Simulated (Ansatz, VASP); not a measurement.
**MgO: VASP beside Ansatz**

```xyz
2
Lattice="0.0000 2.1610 2.1610 2.1610 0.0000 2.1610 2.1610 2.1610 0.0000" Properties=species:S:1:pos:R:3 pbc="T T T"
Mg    0.0000    0.0000    0.0000
O     2.1610    2.1610    2.1610
```

Alike in both runs: task single point; functional PBE; k mesh 9 × 9 × 9; no spin polarisation.

```csv
,VASP,Ansatz
version,VASP 6.6.1,Ansatz 0.2.0
potentials or method,"VASP PAW PBE potentials, release 64 (Mg, O), cutoff 600 eV","PAW, plane waves, scalar-relativistic"
occupations,"gaussian, width 0.01 eV",fixed
valence electrons in the cell,8,16
```

VASP gave:

```
pressure (GPa) : -7.4
```

Estimate Ansatz's values.

pressure (GPa): -6.5.

VASP's potentials hold 8 valence electrons a cell and Ansatz's 16, so a difference there can come from the potentials and not from the codes.
